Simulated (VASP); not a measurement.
Input of a VASP 6.6.1 run:

POSCAR

```
Lu2AsP
1.0
    3.9607540783      0.0000000000      0.0000000000
    0.0000000000      3.9607540783      0.0000000000
    0.0000000000      0.0000000000      5.5974543405
P Lu As
1 2 1
Direct
    0.0000000000      0.0000000000      0.0000000000
    0.0000000000      0.0000000000      0.5000000000
    0.5000000000      0.5000000000      0.0000000000
    0.5000000000      0.5000000000      0.5000000000
```

The input INCAR.step1:

```
PREC     = Accurate       # precision mode
ENCUT    = 520            # plane-wave cutoff, eV
ISMEAR   = -1             # smearing method
SIGMA    = 0.02           # smearing width, eV
LREAL    = False          # projectors in reciprocal space
LASPH    = True           # aspherical terms in the spheres
NELM     = 100            # most SCF steps
NBANDS   = 38             # bands
GGA      = PE             # functional
ALGO     = Normal         # electronic algorithm
EDIFF    = 1E-4           # SCF threshold, eV
LWAVE    = True           # write WAVECAR
LCHARG   = False          # write CHGCAR
```

File INCAR.step2:

```
PREC     = Accurate       # precision mode
ENCUT    = 520            # plane-wave cutoff, eV
EDIFF    = 1E-7           # SCF threshold, eV
ISMEAR   = -1             # smearing method
SIGMA    = 0.02           # smearing width, eV
LREAL    = False          # projectors in reciprocal space
LASPH    = True           # aspherical terms in the spheres
NELM     = 100            # most SCF steps
ALGO     = Normal         # electronic algorithm
ISIF     = 2              # what is computed and relaxed
LWAVE    = False          # write WAVECAR
LCHARG   = True           # write CHGCAR
METAGGA  = R2SCAN         # meta-GGA
LMIXTAU  = True         
LELF     = True           # ELF
LVHAR    = True         
NBANDS   = 38             # bands
ISTART   = 1
```

File KPOINTS:

```
regular mesh
0
Gamma
  6 6 6
```

Potentials or basis: VASP PAW PBE potentials, release 64 (P, Lu, As).

Launch:

```console
$ cat potpaw_PBE.64/P/POTCAR potpaw_PBE.64/Lu/POTCAR potpaw_PBE.64/As/POTCAR > POTCAR
$ cp INCAR.step1 INCAR
$ mpirun -np 1 vasp_std > vasp.out
$ cp INCAR.step2 INCAR
$ mpirun -np 1 vasp_std > vasp.out
```

Question: What does it give for the band gap on the k mesh?

Answer: Zero (bands 30 and 31 overlap by 0.84 eV).

Question: What does it give for the pressure?

Answer: 0.3 GPa.

Caveat: the PAW data sets were made with another functional, which shifts forces and pressure a little; spin-orbit coupling is left out, which moves the levels of the heavy elements.
